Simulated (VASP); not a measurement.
A run of VASP 6.6.1:

The input INCAR:

```
SYSTEM = HfTe5Mo
PREC     = Accurate       ! precision mode
ENCUT    = 500            ! plane-wave cutoff, eV
EDIFF    = 1E-6           ! SCF threshold, eV
ISMEAR   = 0              ! smearing method
SIGMA    = 0.1            ! smearing width, eV
LREAL    = .FALSE.        ! projectors in reciprocal space
LASPH    = .TRUE.         ! aspherical terms in the spheres
NELM     = 120            ! most SCF steps
ALGO     = Normal         ! electronic algorithm
ISIF     = 2              ! what is computed and relaxed
LWAVE    = .FALSE.        ! write WAVECAR
LCHARG   = .FALSE.        ! write CHGCAR
GGA      = PE             ! functional
NBANDS   = 67             ! bands
GGA_COMPAT= .FALSE.
```

File KPOINTS:

```
Automatic mesh
0
G
  6 8 2
  0 0 0
```

File POSCAR:

```
HfTe5Mo
1.0
    6.0793118227      0.0000000000     -0.0101258725
    0.0000000000      3.7206491744      0.0000000000
   -1.4181075972      0.0000000000     18.6111494026
Hf Te Mo
2 10 2
Direct
    0.2721569173      0.2500000000      0.5916768007
    0.7278430827      0.7500000000      0.4083231993
    0.8865442656      0.2500000000      0.8893423572
    0.5998451897      0.2500000000      0.0780060017
    0.1134557344      0.7500000000      0.1106576428
    0.4001548103      0.7500000000      0.9219939983
    0.5349869907      0.7500000000      0.6860197282
    0.0529280053      0.7500000000      0.6852919965
    0.2428314832      0.7500000000      0.4700462099
    0.4650130093      0.2500000000      0.3139802718
    0.9470719947      0.2500000000      0.3147080035
    0.7571685168      0.2500000000      0.5299537901
    0.1788835241      0.2500000000      0.0067941294
    0.8211164759      0.7500000000      0.9932058706
```

Potentials or basis: VASP PAW PBE potentials, release 64 (Hf_pv, Te, Mo_sv).

The run is started by

```console
$ cat potpaw_PBE.64/Hf_pv/POTCAR potpaw_PBE.64/Te/POTCAR potpaw_PBE.64/Mo_sv/POTCAR > POTCAR
$ mpirun -np 1 vasp_std > vasp.out
```

Hardware: 1 thread of Oxide Virtual Turin-like Processor (shared host).

Q: How long does it take, and how much memory?

A: Run time: 48 min on 1 thread of Oxide Virtual Turin-like Processor (shared host), peak memory 0.98 GiB. Counts: scf iterations 19, k points 40.
